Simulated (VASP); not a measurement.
Write the native input for VASP 6.6.1 that does the following.

* Task: single point
* Functional: PBEsol
* Potentials or basis: VASP PAW PBE potentials, release 64 (Cu)
* Cutoff: 520 eV
* k mesh: 30 × 30 × 30
* Occupations: gaussian, width 0.1 eV
* Spin: no spin polarisation
* Dipole correction: no
* Further INCAR settings: ALGO = Normal; EDIFF = 1e-06; NBANDS = 12

The structure of Cu lies in POSCAR:

```
Cu
1.0
    0.0000000000      1.7816373414      1.7816373414
    1.7816373414      0.0000000000      1.7816373414
    1.7816373414      1.7816373414      0.0000000000
Cu
1
Direct
    0.0000000000      0.0000000000      0.0000000000
```

These files were run (other wordings do the same):

INCAR

```
PREC = Accurate ; ENCUT = 520
EDIFF = 1E-6 ; ISMEAR = 0
SIGMA = 0.1 ; LREAL = False
LASPH = True ; NELM = 60
ALGO = Normal ; ISIF = 2
LWAVE = False ; LCHARG = False
GGA = PS ; NBANDS = 12
```

KPOINTS

```
Automatic mesh
0
Gamma
  30 30 30
```

Potentials or basis: VASP PAW PBE potentials, release 64 (Cu).

Run with:

```bash
$ cat potpaw_PBE.64/Cu/POTCAR > POTCAR
$ mpirun -np 1 vasp_std > vasp.out
```

It gave:

The pressure is 0.7 GPa.

Caveat: the PAW data sets were made with another functional, which shifts forces and pressure a little.

Wall time 2.3 min on 1 thread of Intel Xeon 8259CL (shared host), peak memory 0.21 GiB.
